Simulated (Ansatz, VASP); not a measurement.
Two plane-wave programs on As

Contents of INCAR:

```
SYSTEM = As
ALGO     = Normal         ! electronic algorithm
EDIFF    = 1E-7           ! SCF threshold, eV
ENCUT    = 520            ! plane-wave cutoff, eV
ISIF     = 2              ! what is computed and relaxed
ISMEAR   = 0              ! smearing method
LASPH    = .TRUE.         ! aspherical terms in the spheres
LCHARG   = .FALSE.        ! write CHGCAR
LREAL    = .FALSE.        ! projectors in reciprocal space
LWAVE    = .FALSE.        ! write WAVECAR
NBANDS   = 8              ! bands
NELM     = 80             ! most SCF steps
PREC     = Accurate       ! precision mode
SIGMA    = 0.15           ! smearing width, eV
```

KPOINTS

```
k-points
0
G
  18 18 18
  0 0 0
```

File POSCAR:

```
As
1.0
    2.7036817444      0.0000000000      0.0000000000
    0.0000000000      2.7036817444      0.1520820981
    0.0000000000      0.1520820981      2.7036817444
As
1
Direct
    0.5000000000      0.5000000000      0.5000000000
```

Input for Ansatz:

```yaml
crystal:
  lattice:
    - [2.7036817444, 0.0, 0.0]
    - [0.0, 2.7036817444, 0.1520820981]
    - [0.0, 0.1520820981, 2.7036817444]
  atoms:
    - { symbol: As, position: [0.5, 0.5, 0.5] }
basis:
  ecutwfc: 420
kpoints:
  mp_grid: { grid: [18, 18, 18] }
hamiltonian:
  xc: lda
scf:
  occupations: { method: gaussian, width: 0.15 }
output:
  forces: true
  stress: true
  eigenvalues: true
```

Change from the starting cell: strain +0.1125 x Voigt [0, 0, 0, 1, 0, 0], atoms carried along.

Alike in both runs: task single point; functional LDA; k mesh 18 × 18 × 18; occupations gaussian, width 0.15 eV; no spin polarisation.

|  | VASP | Ansatz |
| --- | --- | --- |
| version | VASP 6.6.1 | Ansatz 0.2.0 |
| potentials or method | VASP PAW LDA potentials, release 64 (As), cutoff 520 eV | scalar-relativistic, plane waves, PAW |
| valence electrons in the cell | 5 | 15 |

|  | VASP | Ansatz | Ansatz less VASP |
| --- | --- | --- | --- |
| gap on the k mesh at the Fermi level (eV) | none | none | - |
| pressure (GPa) | -2.3 | -2.7 | -0.31 |
| traceless stress, the component that is largest in VASP (GPa) | -3.16 | -3.18 | -0.016 |

LDA's correlation is that of Perdew and Zunger in VASP and of Perdew and Wang (1992) in Ansatz. A gap of «none» marks a metal or a gap that the smearing closes. VASP's potentials hold 5 valence electrons a cell and Ansatz's 15, so a difference there can come from the potentials and not from the codes.
